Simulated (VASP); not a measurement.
A run of VASP 6.6.1 is set up as follows.

Contents of POSCAR:

```
BAs
1.0
    0.0000000000      2.5832705719      2.5832705719
    2.5832705719      0.0000000000      2.5832705719
    2.5832705719      2.5832705719      0.0000000000
B As
1 1
Direct
    0.0000000000      0.0000000000      0.0000000000
    0.7500000000      0.7500000000      0.7500000000
```

Contents of INCAR.step1:

```
SYSTEM = BAs
PREC = Accurate
ENCUT = 520
ISMEAR = 0
SIGMA = 0.05
LREAL = .FALSE.
LASPH = .TRUE.
NELM = 80
NBANDS = 11
GGA = PE
ALGO = Normal
EDIFF = 1E-4
LWAVE = .TRUE.
LCHARG = .FALSE.
```

The input INCAR.step2:

```
SYSTEM = BAs
PREC = Accurate
ENCUT = 520
EDIFF = 1E-6
ISMEAR = 0
SIGMA = 0.05
LREAL = .FALSE.
LASPH = .TRUE.
NELM = 80
ALGO = Normal
ISIF = 2
LWAVE = .FALSE.
LCHARG = .FALSE.
METAGGA = R2SCAN
LMIXTAU = .TRUE.
NBANDS = 11
ISTART = 1
```

The input KPOINTS:

```
Automatic mesh
0
G
  10 10 10
  0 0 0
```

Potentials or basis: VASP PAW PBE potentials, release 64 (B, As).

Launch:

```bash
$ cat potpaw_PBE.64/B/POTCAR potpaw_PBE.64/As/POTCAR > POTCAR
$ cp INCAR.step1 INCAR
$ mpirun -np 1 vasp_std > vasp.out
$ cp INCAR.step2 INCAR
$ mpirun -np 1 vasp_std > vasp.out
```

Estimate the pressure.

-20.1 GPa.

What does it give for the band gap on the k mesh?

1.57 eV (least direct gap 2.25 eV).

Caveat: the cell differs from its parent crystal (strain +0.080 along x and y, +0.080 along z); the cell stands under tension; the PAW data sets were made with another functional, which shifts forces and pressure a little. A k mesh can miss the band edges.
